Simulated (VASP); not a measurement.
# SrZr2As2 (I4/mmm) in VASP: further runs, part 2 of 2

VASP 6.6.1. Earlier steps stand in the parts before.

### 3 Single point, r2SCAN

POSCAR

```
SrZr2As2
1.0
    0.0000000000      4.0215590000      0.0000000000
    4.0215590000      0.0000000000      0.0000000000
    2.0107790000      2.0107790000     -6.1531760000
As Sr Zr
2 1 2
Direct
    0.3525000000      0.3525000000      0.2950000000
    0.6475000000      0.6475000000      0.7050000000
    0.0000000000      0.0000000000      0.0000000000
    0.7500000000      0.2500000000      0.5000000000
    0.2500000000      0.7500000000      0.5000000000
```

INCAR.step1

```
SYSTEM = SrZr2As2
PREC = Accurate
ENCUT = 520
ISMEAR = 1
SIGMA = 0.0754
LREAL = .FALSE.
LASPH = .TRUE.
NELM = 80
NBANDS = 30
GGA = PE
ALGO = Normal
EDIFF = 1E-4
LWAVE = .TRUE.
LCHARG = .FALSE.
```

INCAR.step2

```
SYSTEM = SrZr2As2
PREC = Accurate
ENCUT = 520
EDIFF = 1E-6
ISMEAR = 1
SIGMA = 0.0754
LREAL = .FALSE.
LASPH = .TRUE.
NELM = 80
ALGO = Normal
ISIF = 2
LWAVE = .FALSE.
LCHARG = .FALSE.
METAGGA = R2SCAN
LMIXTAU = .TRUE.
NBANDS = 30
ISTART = 1
```

KPOINTS

```
Automatic mesh
0
G
  5 5 5
  0 0 0
```

Potentials or basis: VASP PAW PBE potentials, release 64 (As, Sr_sv, Zr_sv).

Command:

```sh
cat potpaw_PBE.64/As/POTCAR potpaw_PBE.64/Sr_sv/POTCAR potpaw_PBE.64/Zr_sv/POTCAR > POTCAR
cp INCAR.step1 INCAR
mpirun -np 1 vasp_std > vasp.out
cp INCAR.step2 INCAR
mpirun -np 1 vasp_std > vasp.out
```

OUTCAR:

```text
SYSTEM = SrZr2As2
   PREC = Accurate
   ENCUT = 520
   EDIFF = 1E-6
   ISMEAR = 1
   LREAL = .FALSE.
   LASPH = .TRUE.
   NELM = 80
   ISIF = 2
   METAGGA = R2SCAN
   ISTART = 1

 ion  position               nearest neighbor table
   1  0.352  0.352  0.295-   4 2.37   5 2.37   5 2.37   4 2.37   3 3.37   3 3.37   3 3.37   3 3.37

   2  0.648  0.648  0.705-   4 2.37   5 2.37   5 2.37   4 2.37   3 3.37   3 3.37   3 3.37   3 3.37

   3  0.000  0.000  0.000-   1 3.37   2 3.37   2 3.37   2 3.37   1 3.37   1 3.37   2 3.37   1 3.37
                             5 3.68   4 3.68   5 3.68   4 3.68   4 3.68   5 3.68   5 3.68   4 3.68
   4  0.750  0.250  0.500-   1 2.37   2 2.37   1 2.37   2 2.37   5 2.84   5 2.84   5 2.84   5 2.84
                             3 3.68   3 3.68   3 3.68   3 3.68
   5  0.250  0.750  0.500-   1 2.37   2 2.37   1 2.37   2 2.37   4 2.84   4 2.84   4 2.84   4 2.84
                             3 3.68   3 3.68   3 3.68   3 3.68

  LATTYP: Found a body centered tetragonal cell.
 ALAT       =     4.0215590000
 C/A-ratio  =     3.0600948538

  Lattice vectors:

 A1 = (  -2.0107790000,   2.0107800000,   6.1531760000)
 A2 = (   2.0107800000,  -2.0107790000,   6.1531760000)
 A3 = (   2.0107790000,   2.0107790000,  -6.1531760000)

Analysis of symmetry for initial positions (statically):
=====================================================================
 Subroutine PRICEL returns:
 Original cell was already a primitive cell.

 Routine SETGRP: Setting up the symmetry group for a
 body centered tetragonal supercell.

 Subroutine GETGRP returns: Found 16 space group operations
 (whereof 16 operations were pure point group operations)
 out of a pool of 16 trial point group operations.

The static configuration has the point symmetry D_4h.

Analysis of symmetry for dynamics (positions and initial velocities):
=====================================================================
 Subroutine PRICEL returns:
 Original cell was already a primitive cell.

 Routine SETGRP: Setting up the symmetry group for a
 body centered tetragonal supercell.

 Subroutine GETGRP returns: Found 16 space group operations
 (whereof 16 operations were pure point group operations)
[... 125 lines left out ...]
   LORBIT       =      0    0 simple, 1 ext, 2 COOP (PROOUT), +10 PAW based schemes
   METAGGA = R2SCAN    functional components
   LHFCALC =     F    Hartree Fock is set to
   AEXX    =    0.0000 exact exchange contribution
   IVDW    =     0    specifies the selected vdW correction
   LEPSILON=     F    determine dielectric tensor
   LRPA    =     F    only Hartree local field effects (RPA)
 non-spin polarized calculation
 Methfessel and Paxton  Order N= 1 SIGMA  =   0.08
  energy-cutoff  :      520.00
  volume of cell :       99.51
 maximum number of plane-waves:      2751
 NGX is ok and might be reduce to    30
   NGX = 15   NGY = 15   NGZ = 25

 number of electron      44.0000001 magnetization

 Free energy of the ion-electron system (eV)
  ---------------------------------------------------
  ext. energy  EPLUGINS =         0.00000000
  ---------------------------------------------------
  free energy    TOTEN  =       -90.05757397 eV

  energy without entropy =      -90.05869468  energy(sigma->0) =      -90.05794754

 E-fermi :   8.2885     XC(G=0): -11.4827

 val. band max:        8.2145352175   @ k =   0.0000   0.0000   0.4000
 cond. band min:       8.2955060802   @ k =  -0.2000   0.0000   0.2000
 fundamental gap:      0.0809708628
 Fermi energy:         8.2884676230

 k-point     1 :       0.0000    0.0000    0.0000
  band No.  band energies     occupation
      1     -41.6923      2.00000
      2     -41.2396      2.00000
      3     -29.0038      2.00000
      4     -19.9018      2.00000
      5     -19.9018      2.00000
      6     -19.5566      2.00000
[... 583 lines left out ...]
     29      12.4649      0.00000
     30      12.6581      0.00000

------------------------ aborting loop because EDIFF is reached ----------------------------------------

  FORCE on cell =-STRESS in cart. coord.  units (eV):
  Direction    XX          YY          ZZ          XY          YZ          ZX
  --------------------------------------------------------------------------------------
  -------------------------------------------------------------------------------------
  Total       33.7932523     33.7932523     24.2415458      0.0000000      0.0000020      0.0000020
  in kB      544.0669517    544.0669517    390.2857245      0.0000000      0.0000317      0.0000317
  external PRESSURE =     492.8065426 kB  Pullay stress =       0.0000000 kB

 VOLUME and BASIS-vectors are now :
 -----------------------------------------------------------------------------
  energy-cutoff  :      520.00
  volume of cell :       99.51
      direct lattice vectors                 reciprocal lattice vectors
     0.000000000  4.021559000  0.000000000     0.000000000  0.248659786  0.081258829
     4.021559000  0.000000000  0.000000000     0.248659786  0.000000000  0.081258829
     2.010779000  2.010779000 -6.153176000     0.000000000  0.000000000 -0.162517698

 POSITION                                       TOTAL-FORCE (eV/Angst)
 -----------------------------------------------------------------------------------
      2.01078      2.01078     -1.81519         0.000001      0.000001      8.204807
      4.02156      4.02156     -4.33799        -0.000001     -0.000001     -8.204807
      0.00000      0.00000      0.00000         0.000000     -0.000000      0.000000
      2.01078      4.02156     -3.07659        -0.000000      0.000000     -0.000000
      4.02156      2.01078     -3.07659         0.000000      0.000000      0.000000
 -----------------------------------------------------------------------------------
    total drift:                                0.000000     -0.000000     -0.000000

  FREE ENERGIE OF THE ION-ELECTRON SYSTEM (eV)
  ---------------------------------------------------
  free  energy   TOTEN  =       -90.0575739748 eV

  energy  without entropy=      -90.0586946789  energy(sigma->0) =      -90.05794754
```

It took 3.1 min on 1 thread of Intel Xeon Platinum 8488C (Sapphire Rapids), shared host; peak memory 0.24 GiB.

Results:

```yaml
Free_energy: -90.0576 eV
Pressure: 49.3 GPa
Largest_force: 8.205 eV/Å
Band_gap_on_the_k_mesh: zero (bands 22 and 23 overlap by 1.42 eV)
```

Forces on the atoms (eV/Å):
```
As   0.000  0.000  8.205
As   0.000  0.000 -8.205
Sr   0.000  0.000  0.000
Zr   0.000  0.000  0.000
Zr   0.000  0.000  0.000
```

Caveat: the cell stands under pressure; the PAW data sets were made with another functional, which shifts forces and pressure a little.

### 4 Single point, r2SCAN

POSCAR is that of step 3.

INCAR.step1

```
PREC = Accurate ; ENCUT = 520
ISMEAR = 1 ; SIGMA = 0.0754
LREAL = F ; LASPH = T
NELM = 60 ; NBANDS = 30
GGA = PE ; ALGO = Normal
EDIFF = 1E-4 ; LWAVE = T
LCHARG = F
```

INCAR.step2

```
PREC = Accurate ; ENCUT = 520
EDIFF = 1E-7 ; ISMEAR = 1
SIGMA = 0.0754 ; LREAL = F
LASPH = T ; NELM = 60
ALGO = Normal ; ISIF = 2
LWAVE = F ; LCHARG = T
METAGGA = R2SCAN ; LMIXTAU = T
LELF = T ; LVHAR = T
NBANDS = 30 ; ISTART = 1
```

KPOINTS

```
Automatic mesh
0
Gamma
  5 5 5
```

Command:

```sh
cat potpaw_PBE.64/As/POTCAR potpaw_PBE.64/Sr_sv/POTCAR potpaw_PBE.64/Zr_sv/POTCAR > POTCAR
cp INCAR.step1 INCAR
mpirun -np 1 vasp_std > vasp.out
cp INCAR.step2 INCAR
mpirun -np 1 vasp_std > vasp.out
```

Run time: 2.9 min. Hardware: 1 thread of Intel Xeon Platinum 8488C (Sapphire Rapids), shared host; peak memory 0.24 GiB.

It converged, with:

```yaml
Free_energy: -90.0576 eV
Pressure: 49.3 GPa
Largest_force: 8.205 eV/Å
Band_gap_on_the_k_mesh: zero (bands 22 and 23 overlap by 1.42 eV)
```

Forces on the atoms (eV/Å):
```
As   0.000  0.000  8.205
As   0.000  0.000 -8.205
Sr   0.000  0.000  0.000
Zr   0.000  0.000  0.000
Zr   0.000  0.000  0.000
```

Stress tensor (GPa, compression positive):
```
54.41  0.00  0.00
 0.00 54.41  0.00
 0.00  0.00 39.03
```

Levels at points of the mesh, in eV from the Fermi level:
```csv
k point,band 20,band 21,band 22,band 23,band 24,band 25
"(0.00, 0.00, 0.00)",-2.06,-2.06,0.40,1.00,1.60,1.82
```

Caveat: the cell stands under pressure; the PAW data sets were made with another functional, which shifts forces and pressure a little.

### 5 Single point, r2SCAN, collinear spin, zero start

POSCAR is that of step 4.

INCAR.step1

```
SYSTEM = SrZr2As2
PREC = Accurate
ENCUT = 520
ISMEAR = 1
SIGMA = 0.0754
LREAL = .FALSE.
LASPH = .TRUE.
NELM = 150
ISPIN = 2
MAGMOM = 0 0 0 0 0
LMAXMIX = 4
NBANDS = 34
GGA = PE
ALGO = Normal
EDIFF = 1E-4
LWAVE = .TRUE.
LCHARG = .FALSE.
```

INCAR.step2

```
SYSTEM = SrZr2As2
PREC = Accurate
ENCUT = 520
EDIFF = 1E-6
ISMEAR = 1
SIGMA = 0.0754
LREAL = .FALSE.
LASPH = .TRUE.
NELM = 150
ALGO = Normal
ISIF = 2
LWAVE = .FALSE.
LCHARG = .FALSE.
ISPIN = 2
MAGMOM = 0 0 0 0 0
LORBIT = 11
LMAXMIX = 4
METAGGA = R2SCAN
LMIXTAU = .TRUE.
NBANDS = 34
ISTART = 1
```

KPOINTS

```
Automatic mesh
0
G
  5 5 5
  0 0 0
```

Command:

```sh
cat potpaw_PBE.64/As/POTCAR potpaw_PBE.64/Sr_sv/POTCAR potpaw_PBE.64/Zr_sv/POTCAR > POTCAR
cp INCAR.step1 INCAR
mpirun -np 1 vasp_std > vasp.out
cp INCAR.step2 INCAR
mpirun -np 1 vasp_std > vasp.out
```

It took 5.4 min on 1 thread of Intel Xeon Platinum 8488C (Sapphire Rapids), shared host; peak memory 0.31 GiB.

Results (log left out):

```
Free energy                                           : -90.0576 eV
Pressure                                              : 49.3 GPa
Largest force                                         : 8.205 eV/Å
Band gap on the k mesh                                : zero (filled and empty bands overlap)
Net moment                                            : 0.00 μB per cell
Valence electrons inside the program's atomic spheres : As 3.22; Sr 8.12; Zr 10.49
```

Forces on the atoms (eV/Å):
```
As   0.000  0.000  8.205
As   0.000  0.000 -8.205
Sr   0.000  0.000  0.000
Zr   0.000  0.000  0.000
Zr   0.000  0.000  0.000
```

Stress tensor (GPa, compression positive):
```
54.41  0.00  0.00
 0.00 54.41  0.00
 0.00  0.00 39.03
```

Levels at points of the mesh, in eV from the Fermi level:
Spin up:
| k point | band 19 | band 20 | band 21 | band 22 | band 23 | band 24 | band 25 | band 26 |
| --- | --- | --- | --- | --- | --- | --- | --- | --- |
| (0.00, 0.00, 0.00) | -2.75 | -2.06 | -2.06 | 0.40 | 1.00 | 1.60 | 1.82 | 2.94 |
Spin down:
```
           k point  band 19  band 20  band 21  band 22  band 23  band 24  band 25  band 26
(0.00, 0.00, 0.00)    -2.75    -2.06    -2.06     0.40     1.00     1.60     1.82     2.94
```

Caveat: the cell stands under pressure; the PAW data sets were made with another functional, which shifts forces and pressure a little.

### 6 Summary

```tsv
level	spin	gap on the mesh (eV)	pressure (GPa)	largest force (eV/Å)
PBE	off	none	48.9	8.20
r2SCAN	off	none	49.3	8.20
r2SCAN	collinear, zero start	none	49.3	8.20
```

Alike in all rows: task single point; potentials or basis VASP PAW PBE potentials, release 64 (As, Sr_sv, Zr_sv); cell as given; k mesh 5 × 5 × 5; cutoff (eV) 520; smearing methfessel-paxton 0.0754 eV.

The pressure there spans 48.9 GPa (PBE) to 49.3 GPa (r2SCAN); a positive pressure means that this level wants a larger cell, a negative one a smaller.

Caveats: the cell stands under pressure; the PAW data sets were made with another functional, which shifts forces and pressure a little (at least some runs); forces of over 1 eV/Å act on the atoms, so gaps and moduli don't describe the material at rest (at least some runs).

Total energies depend on the potentials used, so only differences within one code and one set of settings carry meaning.
